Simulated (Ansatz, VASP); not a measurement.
## One calculation of PtS2, two programs

```
S Pt
1.0
     3.50959    0.00000    0.00000
    -1.75479    3.03939    0.00000
     0.00000    0.00000   28.72000
S Pt
2 1
Direct
  0.33333 0.66667 0.24374
  0.66667 0.33333 0.32938
  0.00000 0.00000 0.28656
```

Alike in both runs: functional PBEsol; dispersion D3(BJ); k mesh 12 × 12 × 1; occupations gaussian, width 0.03 eV; no spin polarisation.

Ansatz relaxed the structure, and its values are those at the end. VASP's run is a single point on that final structure, the one shown.

|  | VASP | Ansatz |
| --- | --- | --- |
| version | VASP 6.6.1 | Ansatz 0.2.0 |
| potentials or method | VASP PAW PBE potentials, release 64 (S, Pt), cutoff 400 eV | scalar-relativistic, plane waves, PAW |
| valence electrons in the cell | 22 | 30 |

```csv
,VASP,Ansatz,Ansatz less VASP
gap on the k mesh at the Fermi level (eV),1.84,1.83,-0.010
least direct gap on the mesh (eV),2.00,1.99,-0.010
rms of the force components (eV/Å),0.011,0.000,-0.0106
```

VASP's potentials were made for PBE, not for PBEsol, and Ansatz warns of the same on its side. VASP's potentials hold 22 valence electrons a cell and Ansatz's 30, so a difference there can come from the potentials and not from the codes. Ansatz's warnings: slab cell height set, structure snapped to symmetry.

Spin-orbit coupling is off throughout.
